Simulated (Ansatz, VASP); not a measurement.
## MnS: VASP beside Ansatz

INCAR

```
PREC = Accurate ; ENCUT = 600
EDIFF = 1E-6 ; ISMEAR = -1
SIGMA = 0.05 ; LREAL = False
LASPH = True ; NELM = 150
ALGO = Normal ; ISIF = 3
LWAVE = False ; LCHARG = False
ISPIN = 2 ; MAGMOM = 4 0
LORBIT = 11 ; LMAXMIX = 4
GGA = B5 ; ALDAX = 1.0
AGGAX = 1.0 ; AGGAC = 1.0
ALDAC = 0.0 ; IVDW = 13
VDW_S6 = 1.0 ; VDW_S8 = 2.34076671
VDW_A1 = 0.44488865 ; VDW_A2 = 4.0933009
IBRION = 2 ; NSW = 80
EDIFFG = -0.02
```

File KPOINTS:

```
Automatic mesh
0
Gamma
  9 9 9
```

POSCAR

```
MnS
1.0
    0.0000000000      2.6045000000      2.6045000000
    2.6045000000      0.0000000000      2.6045000000
    2.6045000000      2.6045000000      0.0000000000
Mn S
1 1
Direct
    0.0000000000      0.0000000000      0.0000000000
    0.5000000000      0.5000000000      0.5000000000
```

input.yaml

```yaml
crystal:
  lattice:
    - [0.0, 2.6045, 2.6045]
    - [2.6045, 0.0, 2.6045]
    - [2.6045, 2.6045, 0.0]
  atoms:
    - { symbol: Mn, position: [0.0, 0.0, 0.0], spin: 4.0 }
    - { symbol: S, position: [0.5, 0.5, 0.5] }
kpoints:
  mp_grid: { grid: [9, 9, 9] }
scf:
  occupations: { method: fermi_dirac, width: 0.05 }
hamiltonian:
  xc: blyp
  dispersion: d4
  pseudopotentials: { kind: all_electron, lapw: { basis_error: 0.001 } }
magnetization:
  spin_polarized: true
output:
  forces: true
  stress: true
relax:
  f_tol: 0.02
  max_steps: 60
  cell: {}
```

Alike in both runs: task relaxation of cell and atoms; functional BLYP; dispersion D4; k mesh 9 × 9 × 9; occupations fermi-dirac, width 0.05 eV; collinear spin.

|  | VASP | Ansatz |
| --- | --- | --- |
| version | VASP 6.6.1 | Ansatz 0.2.0 |
| potentials or method | VASP PAW PBE potentials, release 64 (Mn_pv, S), cutoff 600 eV | all-electron LAPW, scalar-relativistic |

|  | VASP | Ansatz | Ansatz less VASP |
| --- | --- | --- | --- |
| net moment per atom (μB) | 2.00 | 2.01 | +0.005 |
| size of the moment on the site where the two differ most (μB) | 3.72 | 3.81 | +0.097 |
| relaxed volume (Å³/atom) | 15.32 | 15.35 | +0.038 |
| relaxed cell length with the largest relative difference (Å) | 3.512 | 3.515 | +0.0029 |

VASP's potentials were made for PBE, not for BLYP. Site moments also hang on the region over which each program counts them. Ansatz ran all-electron here, and VASP with PAW potentials.
